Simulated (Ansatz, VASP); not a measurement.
## Two plane-wave programs on FeO

```
Fe O
1.0
     0.00000    2.15540    2.15540
     2.15540    0.00000    2.15540
     2.15540    2.15540    0.00000
Fe O
1 1
Direct
  0.00000 0.00000 0.00000
  0.50000 0.50000 0.50000
```

Alike in both runs: task relaxation of cell and atoms; functional PBEsol; dispersion D3(BJ); k mesh 11 × 11 × 11; occupations fermi-dirac, width 0.05 eV; collinear spin.

|  | VASP | Ansatz |
| --- | --- | --- |
| version | VASP 6.6.1 | Ansatz 0.2.0 |
| potentials or method | VASP PAW PBE potentials, release 64 (Fe, O) | Ansatz PAW |
| plane-wave cutoff (eV) | 600 | 420 |
| valence electrons in the cell | 14 | 22 |

Ansatz gave:

| Property | Result |
| --- | --- |
| gap on the k mesh at the Fermi level, each at its own relaxed structure (eV) | none |
| net moment per atom (μB) | 2.00 |
| size of the moment on the site where the two differ most (μB) | 3.41 |
| relaxed volume (Å³/atom) | 9.43 |
| relaxed cell length with the largest relative difference (Å) | 2.988 |

**Question.** Which values does VASP return?

**Answer.** gap on the k mesh at the Fermi level, each at its own relaxed structure (eV): none; net moment per atom (μB): 2.00; size of the moment on the site where the two differ most (μB): 3.60; relaxed volume (Å³/atom): 9.45; relaxed cell length with the largest relative difference (Å): 2.990.

VASP's potentials were made for PBE, not for PBEsol. Site moments also hang on the region over which each program counts them. A gap of «none» marks a metal or a gap that the smearing closes. VASP's potentials hold 14 valence electrons a cell and Ansatz's 22, so a difference there can come from the potentials and not from the codes.

Noted on Ansatz's run: the plane-wave basis is chosen anew once the cell has moved, so the energies of steps on either side of that aren't comparable.
